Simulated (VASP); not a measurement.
Write the native input for VASP 6.6.1 that does the following.

```yaml
Task: single point
Functional: PBEsol
Potentials_or_basis: VASP PAW PBE potentials, release 64 (Rh_pv)
Cutoff: 520 eV
k_mesh: 24 × 24 × 24
Occupations: fermi-dirac, width 0.1 eV
Spin: no spin polarisation
Dipole_correction: no
Further_INCAR_settings: ALGO = Normal; EDIFF = 1e-06; NBANDS = 14
```

The structure of Rh lies in POSCAR:

```
Rh
1.0
   -1.5152866436      1.5152866436      1.5152866436
    1.5152866436     -1.5152866436      1.5152866436
    1.5152866436      1.5152866436     -1.5152866436
Rh
1
Direct
    0.0000000000      0.0000000000      0.0000000000
```

The input as run:

INCAR

```
SYSTEM = Rh
PREC = Accurate
ENCUT = 520
EDIFF = 1E-6
ISMEAR = -1
SIGMA = 0.1
LREAL = .False.
LASPH = .True.
NELM = 100
ALGO = Normal
ISIF = 2
LWAVE = .False.
LCHARG = .False.
GGA = PS
NBANDS = 14
```

KPOINTS

```
Automatic mesh
0
Gamma
  24 24 24
  0 0 0
```

Potentials or basis: VASP PAW PBE potentials, release 64 (Rh_pv).

The run is started by

```console
$ cat potpaw_PBE.64/Rh_pv/POTCAR > POTCAR
$ mpirun -np 1 vasp_std > vasp.out
```

It gave:

```yaml
Pressure: -0.1 GPa
```

Caveat: the PAW data sets were made with another functional, which shifts forces and pressure a little.

It took 56 s on 1 thread of AMD EPYC 7R43 64-Core Processor (Zen 3) (shared host), peak memory 0.15 GiB.
